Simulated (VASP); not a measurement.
# GaN (P6_3/mmc) in VASP: further runs

The runs below take GaN through single point, with PBEsol.

Everything below comes from runs of VASP 6.6.1. Logs are shortened: lines on timing, memory, paths and dates and some standing lists are left out, and cuts for length are marked.

**1. The cell of the first run**

The structure is hexagonal, space group P6_3/mmc (No. 194). The conventional cell has a = 3.300 Å, b = 3.300 Å, c = 4.756 Å, α = 90.00°, β = 90.00°, γ = 120.00°. Ga (site symmetry -6m2) has 5 N at 1.91 to 2.38 Å within 2.5 Å. Within 2.5 Å of N (site symmetry -6m2) lie 5 Ga at 1.91 to 2.38 Å.

**2. Single point, PBEsol**

Contents of INCAR:

```
SYSTEM = GaN
PREC     = Accurate       ! precision mode
ENCUT    = 600            ! plane-wave cutoff, eV
EDIFF    = 1E-6           ! SCF threshold, eV
ISMEAR   = -1             ! smearing method
SIGMA    = 0.001          ! smearing width, eV
LREAL    = .False.        ! projectors in reciprocal space
LASPH    = .True.         ! aspherical terms in the spheres
NELM     = 120            ! most SCF steps
ALGO     = Normal         ! electronic algorithm
ISIF     = 2              ! what is computed and relaxed
LWAVE    = .False.        ! write WAVECAR
LCHARG   = .False.        ! write CHGCAR
GGA      = PS             ! functional
NBANDS   = 26             ! bands
GGA_COMPAT= .False.
```

Contents of KPOINTS:

```
Automatic mesh
0
Gamma
  6 6 4
  0 0 0
```

Contents of POSCAR:

```
GaN
1.0
    3.3000346668      0.0000000000      0.0000000000
   -1.6500173334      2.8579138548      0.0000000000
    0.0000000000      0.0000000000      4.7558752377
Ga N
2 2
Direct
    0.3333333333      0.6666666667      0.2500000000
    0.6666666667      0.3333333333      0.7500000000
    0.6666666667      0.3333333333      0.2500000000
    0.3333333333      0.6666666667      0.7500000000
```

Potentials or basis: VASP PAW PBE potentials, release 64 (Ga_d, N).

Run with:

```console
$ cat potpaw_PBE.64/Ga_d/POTCAR potpaw_PBE.64/N/POTCAR > POTCAR
$ mpirun -np 1 vasp_std > vasp.out
```

OUTCAR:

```text
SYSTEM = GaN
   PREC = Accurate
   ENCUT = 600
   EDIFF = 1E-6
   ISMEAR = -1
   LREAL = .False.
   LASPH = .True.
   NELM = 120
   ISIF = 2
   GGA = PS

 ion  position               nearest neighbor table
   1  0.333  0.667  0.250-   3 1.91   3 1.91   3 1.91
   2  0.667  0.333  0.750-   4 1.91   4 1.91   4 1.91
   3  0.667  0.333  0.250-   1 1.91   1 1.91   1 1.91
   4  0.333  0.667  0.750-   2 1.91   2 1.91   2 1.91

  LATTYP: Found a hexagonal cell.
 ALAT       =     3.3000346668
 C/A-ratio  =     1.4411591749

  Lattice vectors:

 A1 = (   3.3000346668,   0.0000000000,   0.0000000000)
 A2 = (  -1.6500173334,   2.8579138548,   0.0000000000)
 A3 = (   0.0000000000,   0.0000000000,   4.7558752377)

Analysis of symmetry for initial positions (statically):
=====================================================================
 Subroutine PRICEL returns:
 Original cell was already a primitive cell.

 Routine SETGRP: Setting up the symmetry group for a
 hexagonal supercell.

 Subroutine GETGRP returns: Found 24 space group operations
 (whereof 12 operations were pure point group operations)
 out of a pool of 24 trial point group operations.

The static configuration has the point symmetry D_3d.
 The point group associated with its full space group is D_6h.

Analysis of symmetry for dynamics (positions and initial velocities):
=====================================================================
 Subroutine PRICEL returns:
 Original cell was already a primitive cell.

 Routine SETGRP: Setting up the symmetry group for a
 hexagonal supercell.

 Subroutine GETGRP returns: Found 24 space group operations
 (whereof 12 operations were pure point group operations)
 out of a pool of 24 trial point group operations.

The dynamic configuration has the point symmetry D_3d.
 The point group associated with its full space group is D_6h.

 Subroutine INISYM returns: Found 24 space group operations
 (whereof 12 operations are pure point group operations),
 and found     1 'primitive' translations

----------------------------------------------------------------------------------------

                                     Primitive cell

  volume of cell :      44.8537

  direct lattice vectors                    reciprocal lattice vectors
     3.300034667  0.000000000  0.000000000     0.303027120  0.174952789  0.000000000
    -1.650017333  2.857913855  0.000000000     0.000000000  0.349905578  0.000000000
     0.000000000  0.000000000  4.755875238     0.000000000  0.000000000  0.210266239

  length of vectors
     3.300034667  3.300034667  4.755875238     0.349905578  0.349905578  0.210266239

  position of ions in fractional coordinates (direct lattice)
     0.333333333  0.666666667  0.250000000
     0.666666667  0.333333333  0.750000000
     0.666666667  0.333333333  0.250000000
     0.333333333  0.666666667  0.750000000

  ion indices of the primitive-cell ions
   primitive index   ion index
                 1           1
                 2           2
                 3           3
                 4           4

----------------------------------------------------------------------------------------

 KPOINTS: Automatic mesh

Automatic generation of k-mesh.
 Grid dimensions read from file:
 generate k-points for:    6    6    4

 Generating k-lattice:

  Cartesian coordinates                     Fractional coordinates (reciprocal lattice)
     0.050504520  0.029158798  0.000000000     0.166666667  0.000000000  0.000000000
     0.000000000  0.058317596  0.000000000     0.000000000  0.166666667  0.000000000
     0.000000000  0.000000000  0.052566560     0.000000000  0.000000000  0.250000000

  Length of vectors
     0.058317596  0.058317596  0.052566560

  Shift w.r.t. Gamma in fractional coordinates (k-lattice)
     0.000000000  0.000000000  0.000000000

 Subroutine IBZKPT returns following result:
 ===========================================

 Found     21 irreducible k-points:

 Following reciprocal coordinates:
            Coordinates               Weight
  0.000000  0.000000  0.000000      1.000000
  0.166667  0.000000  0.000000      6.000000
  0.333333  0.000000  0.000000      6.000000
  0.500000  0.000000  0.000000      3.000000
  0.166667  0.166667  0.000000      6.000000
  0.333333  0.166667  0.000000     12.000000
[... 13 lines left out ...]
  0.333333  0.166667  0.500000     12.000000
  0.333333  0.333333  0.500000      2.000000
   k-points           NKPTS =     21   k-points in BZ     NKDIM =     21   number of bands    NBANDS=     26
   number of dos      NEDOS =    301   number of ions     NIONS =      4
   total plane-waves  NPLWV =  31360
   dimension x,y,z NGX =    28 NGY =   28 NGZ =   40
   dimension x,y,z NGXF=    56 NGYF=   56 NGZF=   80
   ions per type =               2   2
   NGX,Y,Z   is equivalent  to a cutoff of  14.11, 14.11, 13.98 a.u.
   NGXF,Y,Z  is equivalent  to a cutoff of  28.21, 28.21, 27.96 a.u.
 SYSTEM =  GaN
   PREC   = accura    normal or accurate (medium, high low for compatibility)
   ISTART =      0    job   : 0-new  1-cont  2-samecut
   ICHARG =      2    charge: 1-file 2-atom 10-const
   ISPIN  =      1    spin polarized calculation?
   LNONCOLLINEAR =      F non collinear calculations
   LSORBIT =      F    spin-orbit coupling
   LASPH  =      T    aspherical Exc in radial PAW
   ENCUT  =  600.0 eV  44.10 Ry    6.64 a.u.   6.59  6.59  9.50*2*pi/ulx,y,z
   NELM   =    120;   NELMIN=  2; NELMDL= -5     # of ELM steps
   EDIFF  = 0.1E-05   stopping-criterion for ELM
   LREAL  =      F    real-space projection
   EDIFFG = 0.1E-04   stopping-criterion for IOM
   NSW    =      0    number of steps for IOM
   IBRION =     -1    ionic relax: 0-MD 1-quasi-New 2-CG
   NFREE  =      0    steps in history (QN), initial steepest desc. (CG)
   ISIF   =      2    stress and relaxation
   ISYM   =      2    0-nonsym 1-usesym 2-fastsym
   POTIM  = 0.5000    time-step for ionic-motion
   TEBEG  =    0.0;   TEEND  =   0.0 temperature during run
   PSTRESS=    0.0 pullay stress
   NELECT =      36.0000    total number of electrons
   NUPDOWN=      -1.0000    fix difference up-down
   EMIN   =  10.00;   EMAX   =-10.00  energy-range for DOS
   EFERMI =   0.00;   METHOD = LEGACY
   ISMEAR =    -1;   SIGMA  =   0.00  broadening in eV -4-tet -1-fermi 0-gaus
   EFERMI_NEDOS =   21; number of points for ismear=-14 and -15
   IALGO  =     38    algorithm
   IMIX   =      4    mixing-type and parameters
     AMIX     =   0.40;   BMIX     =  1.00
     AMIX_MAG =   1.60;   BMIX_MAG =  1.00
  volume/ion in A,a.u.               =      11.21        75.67
  Fermi-wavevector in a.u.,A,eV,Ry     =   1.521398  2.875026 31.492769  2.314653
  Thomas-Fermi vector in A             =   2.630119
   LORBIT       =      0    0 simple, 1 ext, 2 COOP (PROOUT), +10 PAW based schemes
   GGA     = PS    functional components
   LHFCALC =     F    Hartree Fock is set to
   AEXX    =    0.0000 exact exchange contribution
   IVDW    =     0    specifies the selected vdW correction
   LEPSILON=     F    determine dielectric tensor
   LRPA    =     F    only Hartree local field effects (RPA)
 non-spin polarized calculation
  energy-cutoff  :      600.00
  volume of cell :       44.85
 maximum number of plane-waves:      1531
 NGX is ok and might be reduce to    28
   NGX = 13   NGY = 13   NGZ = 19

 number of electron      36.0000004 magnetization

 Free energy of the ion-electron system (eV)
  ---------------------------------------------------
  ext. energy  EPLUGINS =         0.00000000
  ---------------------------------------------------
  free energy    TOTEN  =       -25.33311177 eV

  energy without entropy =      -25.33311177  energy(sigma->0) =      -25.33311177

 E-fermi :   6.0665     XC(G=0): -12.0288

 val. band max:        6.0071013806   @ k =   0.0000   0.0000   0.0000
 cond. band min:       7.4192159511   @ k =   0.0000   0.0000   0.0000
 fundamental gap:      1.4121145705
 Fermi energy:         6.0665098838

 k-point     1 :       0.0000    0.0000    0.0000
  band No.  band energies     occupation
      1     -10.7291      2.00000
      2      -9.7614      2.00000
      3      -8.1522      2.00000
      4      -8.1522      2.00000
      5      -8.1435      2.00000
      6      -8.1435      2.00000
[... 18 lines left out ...]
     25      16.2727      0.00000
     26      18.3898      0.00000

 k-point     2 :       0.1667    0.0000    0.0000
  band No.  band energies     occupation
      1     -10.4594      2.00000
      2      -9.6720      2.00000
      3      -8.1452      2.00000
      4      -8.1084      2.00000
      5      -8.0904      2.00000
      6      -8.0823      2.00000
[... 18 lines left out ...]
     25      16.6141      0.00000
     26      17.1849      0.00000

 k-point     3 :       0.3333    0.0000    0.0000
  band No.  band energies     occupation
      1      -9.9224      2.00000
      2      -9.5355      2.00000
      3      -8.0687      2.00000
      4      -8.0422      2.00000
      5      -8.0052      2.00000
      6      -7.9726      2.00000
[... 18 lines left out ...]
     25      17.8690      0.00000
     26      18.2837      0.00000

 k-point     4 :       0.5000    0.0000    0.0000
  band No.  band energies     occupation
      1      -9.6854      2.00000
      2      -9.4969      2.00000
      3      -8.0756      2.00000
      4      -8.0182      2.00000
      5      -8.0182      2.00000
      6      -7.9287      2.00000
[... 18 lines left out ...]
     25      17.8487      0.00000
     26      18.7985      0.00000
[... 409 lines left out ...]
      1      -9.6236      2.00000
      2      -9.6236      2.00000
      3      -8.1115      2.00000
      4      -8.1115      2.00000
      5      -8.0442      2.00000
      6      -8.0442      2.00000
[... 18 lines left out ...]
     25      16.9353      0.00000
     26      16.9353      0.00000

 k-point    20 :       0.3333    0.1667    0.5000
  band No.  band energies     occupation
      1      -9.4279      2.00000
      2      -9.4279      2.00000
      3      -8.1215      2.00000
      4      -8.1215      2.00000
      5      -7.9758      2.00000
      6      -7.9758      2.00000
[... 18 lines left out ...]
     25      17.7622      0.00000
     26      17.7622      0.00000

 k-point    21 :       0.3333    0.3333    0.5000
  band No.  band energies     occupation
      1      -9.3665      2.00000
      2      -9.3665      2.00000
      3      -8.1342      2.00000
      4      -8.1342      2.00000
      5      -7.9436      2.00000
      6      -7.9436      2.00000
[... 18 lines left out ...]
     25      18.0232      0.00000
     26      18.0232      0.00000

------------------------ aborting loop because EDIFF is reached ----------------------------------------

  FORCE on cell =-STRESS in cart. coord.  units (eV):
  Direction    XX          YY          ZZ          XY          YZ          ZX
  --------------------------------------------------------------------------------------
  -------------------------------------------------------------------------------------
  Total       -0.0560020     -0.0560020     -0.1118896     -0.0000000     -0.0000000     -0.0000000
  in kB       -2.0003972     -2.0003972     -3.9967072     -0.0000000     -0.0000000     -0.0000000
  external PRESSURE =      -2.6658339 kB  Pullay stress =       0.0000000 kB

 VOLUME and BASIS-vectors are now :
 -----------------------------------------------------------------------------
  energy-cutoff  :      600.00
  volume of cell :       44.85
      direct lattice vectors                 reciprocal lattice vectors
     3.300034667  0.000000000  0.000000000     0.303027120  0.174952789  0.000000000
    -1.650017333  2.857913855  0.000000000     0.000000000  0.349905578  0.000000000
     0.000000000  0.000000000  4.755875238     0.000000000  0.000000000  0.210266239

 POSITION                                       TOTAL-FORCE (eV/Angst)
 -----------------------------------------------------------------------------------
     -0.00000      1.90528      1.18897        -0.000000      0.000000      0.000000
      1.65002      0.95264      3.56691         0.000000     -0.000000      0.000000
      1.65002      0.95264      1.18897        -0.000000      0.000000      0.000000
     -0.00000      1.90528      3.56691         0.000000      0.000000      0.000000
 -----------------------------------------------------------------------------------
    total drift:                                0.000000     -0.000000      0.000000

  FREE ENERGIE OF THE ION-ELECTRON SYSTEM (eV)
  ---------------------------------------------------
  free  energy   TOTEN  =       -25.3331117683 eV

  energy  without entropy=      -25.3331117683  energy(sigma->0) =      -25.33311177
```

Wall time 1.7 min (1 thread of AMD EPYC 7R13, shared host); peak memory 0.16 GiB.

Results:

| Item | Value |
| --- | --- |
| Free energy | -25.3331 eV |
| Pressure | -0.3 GPa |
| Band gap on the k mesh | 1.41 eV |

Levels at points of the mesh, in eV from the valence-band top:
| k point | band 16 | band 17 | band 18 | band 19 | band 20 | band 21 |
| --- | --- | --- | --- | --- | --- | --- |
| (0.00, 0.00, 0.00) | -0.94 | -0.94 | 0.00 | 1.41 | 1.99 | 8.19 |
| (0.50, 0.00, 0.00) | -4.04 | -2.19 | -1.98 | 3.18 | 4.97 | 6.49 |
| (0.00, 0.00, 0.50) | -1.53 | -1.53 | -1.53 | 3.51 | 3.51 | 7.77 |
| (0.50, 0.00, 0.50) | -3.19 | -1.20 | -1.20 | 4.21 | 4.21 | 6.18 |

Caveat: the PAW data sets were made with another functional, which shifts forces and pressure a little.

**3. Single point, PBEsol**

Contents of INCAR:

```
PREC = Accurate ; ENCUT = 600
EDIFF = 1E-6 ; ISMEAR = 0
SIGMA = 0.001 ; LREAL = False
LASPH = True ; NELM = 120
ALGO = Normal ; ISIF = 2
LWAVE = False ; LCHARG = False
GGA = PS ; NBANDS = 26
GGA_COMPAT = False
```

Contents of KPOINTS:

```
regular mesh
0
Gamma
  6 6 4
```

POSCAR is that of step 2.

Potentials or basis: VASP PAW PBE potentials, release 64 (Ga_d, N).

Run with:

```console
$ cat potpaw_PBE.64/Ga_d/POTCAR potpaw_PBE.64/N/POTCAR > POTCAR
$ mpirun -np 1 vasp_std > vasp.out
```

It took 1.8 min on 1 thread of AMD EPYC 7R13, shared host; peak memory 0.16 GiB.

It converged, with:

- Free energy: -25.3331 eV
- Pressure: -0.3 GPa
- Band gap on the k mesh: 1.41 eV

Stress tensor (GPa, compression positive):
```
-0.20  0.00  0.00
 0.00 -0.20  0.00
 0.00  0.00 -0.40
```

Levels at points of the mesh, in eV from the valence-band top:
```
           k point  band 14  band 15  band 16  band 17  band 18  band 19  band 20  band 21  band 22  band 23
(0.00, 0.00, 0.00)    -2.13    -2.13    -0.94    -0.94     0.00     1.41     1.99     8.19     8.19     9.52
(0.50, 0.00, 0.00)    -6.04    -4.06    -4.04    -2.19    -1.98     3.18     4.97     6.49     8.01     9.63
(0.00, 0.00, 0.50)    -3.46    -1.53    -1.53    -1.53    -1.53     3.51     3.51     7.77     7.77     8.61
(0.50, 0.00, 0.50)    -7.54    -3.19    -3.19    -1.20    -1.20     4.21     4.21     6.18     6.18     9.11
```

Caveat: the PAW data sets were made with another functional, which shifts forces and pressure a little.

**4. Single point, PBEsol**

Contents of INCAR:

```
  ALGO = Normal
  EDIFF = 1E-6
  ENCUT = 600
  GGA = PS
  GGA_COMPAT = False
  ISIF = 2
  ISMEAR = -1
  LASPH = True
  LCHARG = True
  LELF = True
  LREAL = False
  LVHAR = True
  LWAVE = False
  NBANDS = 26
  NELM = 120
  PREC = Accurate
  SIGMA = 0.05
```

Contents of KPOINTS:

```
k-points
0
Gamma
  6 6 4
```

POSCAR is that of step 3.

Run with:

```console
$ cat potpaw_PBE.64/Ga_d/POTCAR potpaw_PBE.64/N/POTCAR > POTCAR
$ mpirun -np 1 vasp_std > vasp.out
```

Wall time 1.8 min (1 thread of AMD EPYC 7R13, shared host); peak memory 0.15 GiB.

The run converged. Its results:

| Quantity | Value |
| --- | --- |
| Free energy | -25.3331 eV |
| Pressure | -0.3 GPa |
| Band gap on the k mesh | 1.41 eV |

Stress tensor (GPa, compression positive):
```
-0.20  0.00  0.00
 0.00 -0.20  0.00
 0.00  0.00 -0.40
```

Levels at points of the mesh, in eV from the valence-band top:
| k point | band 15 | band 16 | band 17 | band 18 | band 19 | band 20 | band 21 | band 22 |
| --- | --- | --- | --- | --- | --- | --- | --- | --- |
| (0.00, 0.00, 0.00) | -2.13 | -0.94 | -0.94 | 0.00 | 1.41 | 1.99 | 8.19 | 8.19 |
| (0.50, 0.00, 0.00) | -4.06 | -4.04 | -2.19 | -1.98 | 3.18 | 4.97 | 6.49 | 8.01 |
| (0.00, 0.00, 0.50) | -1.53 | -1.53 | -1.53 | -1.53 | 3.51 | 3.51 | 7.77 | 7.77 |
| (0.50, 0.00, 0.50) | -3.19 | -3.19 | -1.20 | -1.20 | 4.21 | 4.21 | 6.18 | 6.18 |

Caveat: the PAW data sets were made with another functional, which shifts forces and pressure a little.

**5. Single point, PBEsol**

Contents of INCAR:

```
SYSTEM = GaN
  PREC = Accurate
  ENCUT = 600
  EDIFF = 1E-6
  ISMEAR = -1
  SIGMA = 0.5
  LREAL = .FALSE.
  LASPH = .TRUE.
  NELM = 120
  ALGO = Normal
  ISIF = 2
  LWAVE = .FALSE.
  LCHARG = .FALSE.
  GGA = PS
  NBANDS = 26
  GGA_COMPAT = .FALSE.
```

Contents of KPOINTS:

```
Automatic mesh
0
G
  6 6 4
  0 0 0
```

POSCAR is that of step 4.

Run with:

```console
$ cat potpaw_PBE.64/Ga_d/POTCAR potpaw_PBE.64/N/POTCAR > POTCAR
$ mpirun -np 1 vasp_std > vasp.out
```

It took 1.8 min on 1 thread of AMD EPYC 7R13, shared host; peak memory 0.15 GiB.

It converged, with:

```yaml
Free_energy: -25.3650 eV
Pressure: 0.5 GPa
Band_gap_on_the_k_mesh: 1.42 eV
```

Stress tensor (GPa, compression positive):
```
 0.84  0.00  0.00
 0.00  0.84  0.00
 0.00  0.00 -0.09
```

Levels at points of the mesh, in eV from the valence-band top:
| k point | band 16 | band 17 | band 18 | band 19 | band 20 | band 21 |
| --- | --- | --- | --- | --- | --- | --- |
| (0.00, 0.00, 0.00) | -0.93 | -0.93 | 0.00 | 1.42 | 2.01 | 8.21 |
| (0.50, 0.00, 0.00) | -4.03 | -2.18 | -1.98 | 3.20 | 4.98 | 6.50 |
| (0.00, 0.00, 0.50) | -1.52 | -1.52 | -1.52 | 3.52 | 3.52 | 7.78 |
| (0.50, 0.00, 0.50) | -3.17 | -1.20 | -1.20 | 4.23 | 4.23 | 6.20 |

Caveat: so wide a smearing shifts energies and pressures; the PAW data sets were made with another functional, which shifts forces and pressure a little.

**6. The runs side by side**

```csv
smearing,gap on the mesh (eV),pressure (GPa)
fermi-dirac 0.001 eV,1.41,-0.3
gaussian 0.001 eV,1.41,-0.3
fermi-dirac 0.05 eV,1.41,-0.3
fermi-dirac 0.5 eV,1.42,0.5
```

Alike in all rows: task single point; level PBEsol; potentials or basis VASP PAW PBE potentials, release 64 (Ga_d, N); no spin polarisation; cell as given; k mesh 6 × 6 × 4; cutoff (eV) 600.

Caveats: the PAW data sets were made with another functional, which shifts forces and pressure a little; so wide a smearing shifts energies and pressures (at least some runs).

Total energies depend on the potentials used, so only differences within one code and one set of settings carry meaning.
